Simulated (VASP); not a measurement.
# Os (Fd-3m) in VASP: further runs

Os is run at these levels: revPBE; tasks: single point.

Everything below comes from runs of VASP 6.6.1. Logs are shortened: lines on timing, memory, paths and dates and some standing lists are left out, and cuts for length are marked.

## 1. The cell of the first run

Symmetry: Fd-3m, No. 227, cubic system. The conventional cell has a = 5.498 Å, b = 5.498 Å, c = 5.498 Å, α = 90.00°, β = 90.00°, γ = 90.00°. Within 3.1 Å of Os (site symmetry -43m) lie 4 Os at 2.38 Å.

This isn't the form of Os at room conditions, which is hcp.

## 2. Single point, revPBE (20.78 Å³/atom)

INCAR reads:

```
PREC = Accurate
ENCUT = 560
EDIFF = 1E-6
ISMEAR = -1
SIGMA = 0.1
LREAL = False
LASPH = True
NELM = 120
ALGO = Normal
ISIF = 2
LWAVE = False
LCHARG = True
GGA = RE
LELF = True
LVHAR = True
NBANDS = 23
GGA_COMPAT = False
```

KPOINTS reads:

```
regular mesh
0
Gamma
  11 11 11
```

POSCAR reads:

```
Os
1.0
    0.0000000000      2.7491805790      2.7491805790
    2.7491805790      0.0000000000      2.7491805790
    2.7491805790      2.7491805790      0.0000000000
Os
2
Direct
    0.1250000000      0.1250000000      0.1250000000
    0.8750000000      0.8750000000      0.8750000000
```

Potentials or basis: VASP PAW PBE potentials, release 64 (Os_sv_GW).

The run is started by

```console
> cat potpaw_PBE.64/Os_sv_GW/POTCAR > POTCAR
> mpirun -np 1 vasp_std > vasp.out
```

OUTCAR:

```text
PREC = Accurate
   ENCUT = 560
   EDIFF = 1E-6
   ISMEAR = -1
   LREAL = False
   LASPH = True
   NELM = 120
   ISIF = 2
   GGA = RE

 ion  position               nearest neighbor table
   1  0.125  0.125  0.125-   2 2.38   2 2.38   2 2.38   2 2.38
   2  0.875  0.875  0.875-   1 2.38   1 2.38   1 2.38   1 2.38

  LATTYP: Found a face centered cubic cell.
 ALAT       =     5.4983611580

  Lattice vectors:

 A1 = (   0.0000000000,   2.7491805790,   2.7491805790)
 A2 = (   2.7491805790,   0.0000000000,   2.7491805790)
 A3 = (   2.7491805790,   2.7491805790,   0.0000000000)

Analysis of symmetry for initial positions (statically):
=====================================================================
 Subroutine PRICEL returns:
 Original cell was already a primitive cell.

 Routine SETGRP: Setting up the symmetry group for a
 face centered cubic supercell.

 Subroutine GETGRP returns: Found 48 space group operations
 (whereof 12 operations were pure point group operations)
 out of a pool of 48 trial point group operations.

The static configuration has the point symmetry D_3d.
 The point group associated with its full space group is O_h .

Analysis of symmetry for dynamics (positions and initial velocities):
=====================================================================
 Subroutine PRICEL returns:
 Original cell was already a primitive cell.

 Routine SETGRP: Setting up the symmetry group for a
 face centered cubic supercell.

 Subroutine GETGRP returns: Found 48 space group operations
 (whereof 12 operations were pure point group operations)
 out of a pool of 48 trial point group operations.

The dynamic configuration has the point symmetry D_3d.
 The point group associated with its full space group is O_h .

 Subroutine INISYM returns: Found 48 space group operations
 (whereof 12 operations are pure point group operations),
 and found     1 'primitive' translations

----------------------------------------------------------------------------------------

                                     Primitive cell

  volume of cell :      41.5566

  direct lattice vectors                    reciprocal lattice vectors
     0.000000000  2.749180579  2.749180579    -0.181872375  0.181872375  0.181872375
     2.749180579  0.000000000  2.749180579     0.181872375 -0.181872375  0.181872375
     2.749180579  2.749180579  0.000000000     0.181872375  0.181872375 -0.181872375

  length of vectors
     3.887928460  3.887928460  3.887928460     0.315012193  0.315012193  0.315012193

  position of ions in fractional coordinates (direct lattice)
     0.125000000  0.125000000  0.125000000
     0.875000000  0.875000000  0.875000000

  ion indices of the primitive-cell ions
   primitive index   ion index
                 1           1
                 2           2

----------------------------------------------------------------------------------------

 KPOINTS: regular mesh

Automatic generation of k-mesh.
 Grid dimensions read from file:
 generate k-points for:   11   11   11

 Generating k-lattice:

  Cartesian coordinates                     Fractional coordinates (reciprocal lattice)
    -0.016533852  0.016533852  0.016533852     0.090909091  0.000000000  0.000000000
     0.016533852 -0.016533852  0.016533852     0.000000000  0.090909091  0.000000000
     0.016533852  0.016533852 -0.016533852     0.000000000  0.000000000  0.090909091

  Length of vectors
     0.028637472  0.028637472  0.028637472

  Shift w.r.t. Gamma in fractional coordinates (k-lattice)
     0.000000000  0.000000000  0.000000000

 Subroutine IBZKPT returns following result:
 ===========================================

 Found     56 irreducible k-points:

 Following reciprocal coordinates:
            Coordinates               Weight
  0.000000  0.000000  0.000000      1.000000
  0.090909  0.000000  0.000000      8.000000
  0.181818  0.000000  0.000000      8.000000
  0.272727  0.000000  0.000000      8.000000
  0.363636  0.000000  0.000000      8.000000
  0.454545  0.000000  0.000000      8.000000
[... 16 lines left out ...]
 -0.272727  0.181818  0.000000     24.000000
 -0.181818  0.181818  0.000000     12.000000
 [... further k-points ...]
   k-points           NKPTS =     56   k-points in BZ     NKDIM =     56   number of bands    NBANDS=     23
   number of dos      NEDOS =    301   number of ions     NIONS =      2
   total plane-waves  NPLWV =  27000
   dimension x,y,z NGX =    30 NGY =   30 NGZ =   30
   dimension x,y,z NGXF=    60 NGYF=   60 NGZF=   60
   ions per type =               2
   NGX,Y,Z   is equivalent  to a cutoff of  12.83, 12.83, 12.83 a.u.
   NGXF,Y,Z  is equivalent  to a cutoff of  25.66, 25.66, 25.66 a.u.
 SYSTEM =  unknown system
   PREC   = accura    normal or accurate (medium, high low for compatibility)
   ISTART =      0    job   : 0-new  1-cont  2-samecut
   ICHARG =      2    charge: 1-file 2-atom 10-const
   ISPIN  =      1    spin polarized calculation?
   LNONCOLLINEAR =      F non collinear calculations
   LSORBIT =      F    spin-orbit coupling
   LASPH  =      T    aspherical Exc in radial PAW
   ENCUT  =  560.0 eV  41.16 Ry    6.42 a.u.   7.50  7.50  7.50*2*pi/ulx,y,z
   NELM   =    120;   NELMIN=  2; NELMDL= -5     # of ELM steps
   EDIFF  = 0.1E-05   stopping-criterion for ELM
   LREAL  =      F    real-space projection
   EDIFFG = 0.1E-04   stopping-criterion for IOM
   NSW    =      0    number of steps for IOM
   IBRION =     -1    ionic relax: 0-MD 1-quasi-New 2-CG
   NFREE  =      0    steps in history (QN), initial steepest desc. (CG)
   ISIF   =      2    stress and relaxation
   ISYM   =      2    0-nonsym 1-usesym 2-fastsym
   POTIM  = 0.5000    time-step for ionic-motion
   TEBEG  =    0.0;   TEEND  =   0.0 temperature during run
   PSTRESS=    0.0 pullay stress
   NELECT =      32.0000    total number of electrons
   NUPDOWN=      -1.0000    fix difference up-down
   EMIN   =  10.00;   EMAX   =-10.00  energy-range for DOS
   EFERMI =   0.00;   METHOD = LEGACY
   ISMEAR =    -1;   SIGMA  =   0.10  broadening in eV -4-tet -1-fermi 0-gaus
   EFERMI_NEDOS =   21; number of points for ismear=-14 and -15
   IALGO  =     38    algorithm
   IMIX   =      4    mixing-type and parameters
     AMIX     =   0.40;   BMIX     =  1.00
     AMIX_MAG =   1.60;   BMIX_MAG =  1.00
  volume/ion in A,a.u.               =      20.78       140.22
  Fermi-wavevector in a.u.,A,eV,Ry     =   1.500531  2.835592 30.634775  2.251592
  Thomas-Fermi vector in A             =   2.612019
   LORBIT       =      0    0 simple, 1 ext, 2 COOP (PROOUT), +10 PAW based schemes
   GGA     = RE    functional components
   LHFCALC =     F    Hartree Fock is set to
   AEXX    =    0.0000 exact exchange contribution
   IVDW    =     0    specifies the selected vdW correction
   LEPSILON=     F    determine dielectric tensor
   LRPA    =     F    only Hartree local field effects (RPA)
 non-spin polarized calculation
  energy-cutoff  :      560.00
  volume of cell :       41.56
 maximum number of plane-waves:      1273
 NGX is ok and might be reduce to    30
   NGX = 15   NGY = 15   NGZ = 15

 number of electron      31.9999997 magnetization

 Free energy of the ion-electron system (eV)
  ---------------------------------------------------
  ext. energy  EPLUGINS =         0.00000000
  ---------------------------------------------------
  free energy    TOTEN  =       -21.12726389 eV

  energy without entropy =      -21.07015188  energy(sigma->0) =      -21.09870789

 E-fermi :   7.6940     XC(G=0): -11.6936

 val. band max:        7.6897218963   @ k =   0.4545   0.3636   0.0909
 cond. band min:       7.7005665994   @ k =   0.4545   0.2727   0.0909
 fundamental gap:      0.0108447032
 Fermi energy:         7.6939520742

 k-point     1 :       0.0000    0.0000    0.0000
  band No.  band energies     occupation
      1     -78.6524      2.00000
      2     -78.3266      2.00000
      3     -38.3941      2.00000
      4     -38.3941      2.00000
      5     -38.3941      2.00000
      6     -37.4610      2.00000
[... 15 lines left out ...]
     22      20.3656      0.00000
     23      20.3656      0.00000

 k-point     2 :       0.0909    0.0000    0.0000
  band No.  band energies     occupation
      1     -78.6476      2.00000
      2     -78.3317      2.00000
      3     -38.4027      2.00000
      4     -38.4027      2.00000
      5     -38.3920      2.00000
      6     -37.4641      2.00000
[... 15 lines left out ...]
     22      20.3777      0.00000
     23      20.3777      0.00000

 k-point     3 :       0.1818    0.0000    0.0000
  band No.  band energies     occupation
      1     -78.6340      2.00000
      2     -78.3465      2.00000
      3     -38.4253      2.00000
      4     -38.4253      2.00000
      5     -38.3869      2.00000
      6     -37.4715      2.00000
[... 15 lines left out ...]
     22      19.9405      0.00000
     23      19.9405      0.00000

 k-point     4 :       0.2727    0.0000    0.0000
  band No.  band energies     occupation
      1     -78.6133      2.00000
      2     -78.3671      2.00000
      3     -38.4526      2.00000
      4     -38.4526      2.00000
      5     -38.3791      2.00000
      6     -37.4804      2.00000
[... 15 lines left out ...]
     22      18.9689      0.00000
     23      18.9689      0.00000

 k-point     5 :       0.3636    0.0000    0.0000
  band No.  band energies     occupation
      1     -78.5907      2.00000
      2     -78.3904      2.00000
      3     -38.4769      2.00000
      4     -38.4769      2.00000
      5     -38.3728      2.00000
      6     -37.4886      2.00000
[... 434 lines left out ...]
 k-point    22 :      -0.3636    0.1818    0.0000
  band No.  band energies     occupation
      1     -78.5626      2.00000
      2     -78.4189      2.00000
      3     -38.5697      2.00000
      4     -38.5046      2.00000
      5     -38.2436      2.00000
      6     -37.6171      2.00000
[... 15 lines left out ...]
     22      16.7260      0.00000
     23      18.4534      0.00000

 k-point    23 :      -0.2727    0.1818    0.0000
  band No.  band energies     occupation
      1     -78.5831      2.00000
      2     -78.3981      2.00000
      3     -38.5501      2.00000
      4     -38.4792      2.00000
      5     -38.2780      2.00000
      6     -37.5821      2.00000
[... 15 lines left out ...]
     22      17.8847      0.00000
     23      18.4928      0.00000

 k-point    24 :      -0.1818    0.1818    0.0000
  band No.  band energies     occupation
      1     -78.6056      2.00000
      2     -78.3752      2.00000
      3     -38.5132      2.00000
      4     -38.4516      2.00000
      5     -38.3205      2.00000
      6     -37.5389      2.00000
[... 15 lines left out ...]
     22      18.4625      0.00000
     23      19.2471      0.00000

 [... further k-points ...]

------------------------ aborting loop because EDIFF is reached ----------------------------------------

  FORCE on cell =-STRESS in cart. coord.  units (eV):
  Direction    XX          YY          ZZ          XY          YZ          ZX
  --------------------------------------------------------------------------------------
  -------------------------------------------------------------------------------------
  Total        2.1369319      2.1369319      2.1369319      0.0000000     -0.0000000     -0.0000000
  in kB       82.3875269     82.3875269     82.3875269      0.0000000     -0.0000000     -0.0000000
  external PRESSURE =      82.3875269 kB  Pullay stress =       0.0000000 kB

 VOLUME and BASIS-vectors are now :
 -----------------------------------------------------------------------------
  energy-cutoff  :      560.00
  volume of cell :       41.56
      direct lattice vectors                 reciprocal lattice vectors
     0.000000000  2.749180579  2.749180579    -0.181872375  0.181872375  0.181872375
     2.749180579  0.000000000  2.749180579     0.181872375 -0.181872375  0.181872375
     2.749180579  2.749180579  0.000000000     0.181872375  0.181872375 -0.181872375

 POSITION                                       TOTAL-FORCE (eV/Angst)
 -----------------------------------------------------------------------------------
      0.68730      0.68730      0.68730        -0.000000     -0.000000     -0.000000
      4.81107      4.81107      4.81107         0.000000      0.000000      0.000000
 -----------------------------------------------------------------------------------
    total drift:                               -0.000000      0.000000      0.000000

  FREE ENERGIE OF THE ION-ELECTRON SYSTEM (eV)
  ---------------------------------------------------
  free  energy   TOTEN  =       -21.1272638882 eV

  energy  without entropy=      -21.0701518835  energy(sigma->0) =      -21.09870789
```

It took 38 s on 1 thread of Intel Xeon Platinum 8488C (Sapphire Rapids), shared host; peak memory 0.2 GiB.

Results:

```yaml
Free_energy: -21.1273 eV
Pressure: 8.2 GPa
Band_gap_on_the_k_mesh: zero (bands 16 and 17 overlap by 1.03 eV)
```

Caveat: the cell stands under pressure; the PAW data sets were made with another functional, which shifts forces and pressure a little; spin-orbit coupling is left out, which moves the levels of the heavy elements.

## 3. Single point, revPBE (19.91 Å³/atom)

This run uses another cell than the first one, of 19.91 Å³/atom.

INCAR reads:

```
SYSTEM = Os
  ALGO = Normal
  EDIFF = 1E-6
  ENCUT = 560
  GGA = RE
  GGA_COMPAT = .FALSE.
  ISIF = 2
  ISMEAR = -1
  LASPH = .TRUE.
  LCHARG = .FALSE.
  LREAL = .FALSE.
  LWAVE = .FALSE.
  NBANDS = 23
  NELM = 120
  PREC = Accurate
  SIGMA = 0.1
```

KPOINTS reads:

```
k-points
0
G
  11 11 11
  0 0 0
```

POSCAR reads:

```
Os
1.0
    0.0000000000      2.7104545673      2.7104545673
    2.7104545673      0.0000000000      2.7104545673
    2.7104545673      2.7104545673      0.0000000000
Os
2
Direct
    0.1250000000      0.1250000000      0.1250000000
    0.8750000000      0.8750000000      0.8750000000
```

Potentials or basis: VASP PAW PBE potentials, release 64 (Os_sv_GW).

The run is started by

```console
> cat potpaw_PBE.64/Os_sv_GW/POTCAR > POTCAR
> mpirun -np 1 vasp_std > vasp.out
```

Run time: 50 s. Hardware: 1 thread of Intel Xeon Platinum 8259CL at 2.50GHz (Skylake/Cascade Lake), shared host; peak memory 0.2 GiB.

It converged, with:

| Quantity | Value |
| --- | --- |
| Free energy | -20.9661 eV |
| Pressure | 19.5 GPa |
| Band gap on the k mesh | zero (bands 16 and 17 overlap by 1.08 eV) |

Levels at points of the mesh, in eV from the Fermi level:
```
           k point  band 12  band 13  band 14  band 15  band 16  band 17  band 18  band 19  band 20  band 21
(0.00, 0.00, 0.00)    -3.80    -3.80    -3.80    -0.57    -0.57    -0.57     2.86     2.86    11.43    11.54
```

Caveat: the cell stands under pressure; the PAW data sets were made with another functional, which shifts forces and pressure a little; spin-orbit coupling is left out, which moves the levels of the heavy elements.
